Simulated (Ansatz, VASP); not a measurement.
KBr in VASP and in Ansatz

File INCAR:

```
SYSTEM = KBr
PREC = Accurate
ENCUT = 520
EDIFF = 1E-6
ISMEAR = 0
SIGMA = 0.05
LREAL = .False.
LASPH = .True.
NELM = 60
ALGO = Normal
ISIF = 2
LWAVE = .False.
LCHARG = .False.
GGA = PS
NBANDS = 15
```

The input KPOINTS:

```
regular mesh
0
Gamma
  6 6 6
  0 0 0
```

The input POSCAR:

```
KBr
1.0
    0.0000000000      3.0128882984      3.4058737286
    3.0128882984      0.0000000000      3.4058737286
    3.0128882984      3.0128882984      0.0000000000
K Br
1 1
Direct
    0.0000000000      0.0000000000      0.0000000000
    0.5000000000      0.5000000000      0.5000000000
```

Input for Ansatz:

```yaml
crystal:
  lattice:
    - [0.0, 3.0128882984, 3.4058737286]
    - [3.0128882984, 0.0, 3.4058737286]
    - [3.0128882984, 3.0128882984, 0.0]
  atoms:
    - { symbol: K, position: [0.0, 0.0, 0.0] }
    - { symbol: Br, position: [0.5, 0.5, 0.5] }
basis:
  ecutwfc: 420
kpoints:
  mp_grid: { grid: [6, 6, 6] }
hamiltonian:
  xc: pbesol
scf:
  occupations: { method: gaussian, width: 0.05 }
output:
  forces: true
  stress: true
  eigenvalues: true
```

Change from the starting cell: strain -0.080 along x and y, +0.040 along z, atoms carried along.

Alike in both runs: task single point; functional PBEsol; k mesh 6 × 6 × 6; occupations gaussian, width 0.05 eV; no spin polarisation.

|  | VASP | Ansatz |
| --- | --- | --- |
| version | VASP 6.6.1 | Ansatz 0.2.0 |
| potentials or method | VASP PAW PBE potentials, release 64 (K_sv, Br), cutoff 520 eV | scalar-relativistic, plane waves, PAW |
| valence electrons in the cell | 16 | 16 |

```csv
,VASP,Ansatz,Ansatz less VASP
gap on the k mesh at the Fermi level (eV),4.55,4.55,+0.005
least direct gap on the mesh (eV),4.55,4.55,+0.005
pressure (GPa),3.8,3.7,-0.12
"traceless stress, the component that is largest in VASP (GPa)",-4.30,-4.22,+0.085
```

VASP's potentials were made for PBE, not for PBEsol. The functional is the same, so the differences come from potentials, cutoffs and numerics.
